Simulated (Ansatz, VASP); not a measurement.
One calculation of Ca, two programs

File INCAR:

```
PREC = Accurate ; ENCUT = 520
EDIFF = 1E-7 ; ISMEAR = 0
SIGMA = 0.15 ; LREAL = False
LASPH = True ; NELM = 80
ALGO = Normal ; ISIF = 2
LWAVE = False ; LCHARG = False
GGA = PS ; NBANDS = 11
```

The input KPOINTS:

```
Automatic mesh
0
Gamma
  14 14 14
```

The input POSCAR:

```
Ca
1.0
    0.0000000000      3.0177360000      2.7942000000
    3.0177360000      0.0000000000      2.7942000000
    3.0177360000      3.0177360000      0.0000000000
Ca
1
Direct
    0.0000000000      0.0000000000      0.0000000000
```

Input for Ansatz:

```yaml
crystal:
  lattice:
    - [0.0, 3.017736, 2.7942]
    - [3.017736, 0.0, 2.7942]
    - [3.017736, 3.017736, 0.0]
  atoms:
    - { symbol: Ca, position: [0.0, 0.0, 0.0] }
basis:
  ecutwfc: 420
kpoints:
  mp_grid: { grid: [14, 14, 14] }
hamiltonian:
  xc: pbesol
scf:
  occupations: { method: gaussian, width: 0.15 }
output:
  forces: true
  stress: true
  eigenvalues: true
```

Change from the starting cell: strain +0.080 along x and y, +0.000 along z, atoms carried along.

Alike in both runs: task single point; functional PBEsol; k mesh 14 × 14 × 14; occupations gaussian, width 0.15 eV; no spin polarisation.

|  | VASP | Ansatz |
| --- | --- | --- |
| version | VASP 6.6.1 | Ansatz 0.2.0 |
| potentials or method | VASP PAW PBE potentials, release 64 (Ca_sv), cutoff 520 eV | scalar-relativistic, plane waves, PAW |
| valence electrons in the cell | 10 | 10 |

|  | VASP | Ansatz | Ansatz less VASP |
| --- | --- | --- | --- |
| gap on the k mesh at the Fermi level (eV) | none | none | - |
| pressure (GPa) | -2.8 | -2.8 | 0.00 |
| traceless stress, the component that is largest in VASP (GPa) | 0.20 | 0.20 | 0.000 |

VASP's potentials were made for PBE, not for PBEsol. A gap of «none» marks a metal or a gap that the smearing closes. With one functional, cell and mesh, what is left measures potentials, basis and numerics.
